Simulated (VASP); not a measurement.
Wanted: the native input for a VASP 6.6.1 run.

```yaml
Task: single point
Functional: r2SCAN
Potentials_or_basis: VASP PAW PBE potentials, release 64 (Cd, Te)
Cutoff: 520 eV
k_mesh: 5 × 5 × 5
Occupations: gaussian, width 0.01 eV
Spin: no spin polarisation
Dipole_correction: no
Further_INCAR_settings: ALGO = Normal; EDIFF = 1e-06; NBANDS = 16
```

Crystal: CdTe.

```
CELL_PARAMETERS angstrom
0.00000 3.25755 3.25755
3.25755 0.00000 3.25755
3.25755 3.25755 0.00000
ATOMIC_POSITIONS crystal
Cd 0.00000 0.00000 0.00000
Te 0.25000 0.25000 0.25000
```

The input as run:

POSCAR

```
CdTe
1.0
    0.0000000000      3.2575503236      3.2575503236
    3.2575503236      0.0000000000      3.2575503236
    3.2575503236      3.2575503236      0.0000000000
Cd Te
1 1
Direct
    0.0000000000      0.0000000000      0.0000000000
    0.2500000000      0.2500000000      0.2500000000
```

INCAR.step1

```
PREC = Accurate
ENCUT = 520
ISMEAR = 0
SIGMA = 0.01
LREAL = False
LASPH = True
NELM = 80
NBANDS = 16
GGA = PE
ALGO = Normal
EDIFF = 1E-4
LWAVE = True
LCHARG = False
```

INCAR.step2

```
PREC = Accurate
ENCUT = 520
EDIFF = 1E-6
ISMEAR = 0
SIGMA = 0.01
LREAL = False
LASPH = True
NELM = 80
ALGO = Normal
ISIF = 2
LWAVE = False
LCHARG = False
METAGGA = R2SCAN
LMIXTAU = True
NBANDS = 16
ISTART = 1
```

KPOINTS

```
regular mesh
0
Gamma
  5 5 5
```

Potentials or basis: VASP PAW PBE potentials, release 64 (Cd, Te).

Run with:

```console
$ cat potpaw_PBE.64/Cd/POTCAR potpaw_PBE.64/Te/POTCAR > POTCAR
$ cp INCAR.step1 INCAR
$ mpirun -np 1 vasp_std > vasp.out
$ cp INCAR.step2 INCAR
$ mpirun -np 1 vasp_std > vasp.out
```

Results of the run:

The pressure is 1.0 GPa. The band gap on the k mesh is 1.22 eV, direct.

Caveat: the PAW data sets were made with another functional, which shifts forces and pressure a little; spin-orbit coupling is left out, which moves the levels of the heavy elements.

It took 25 s on 1 thread of Intel(R) Xeon(R) 6975P-C (Granite Rapids) (shared host), peak memory 0.22 GiB.
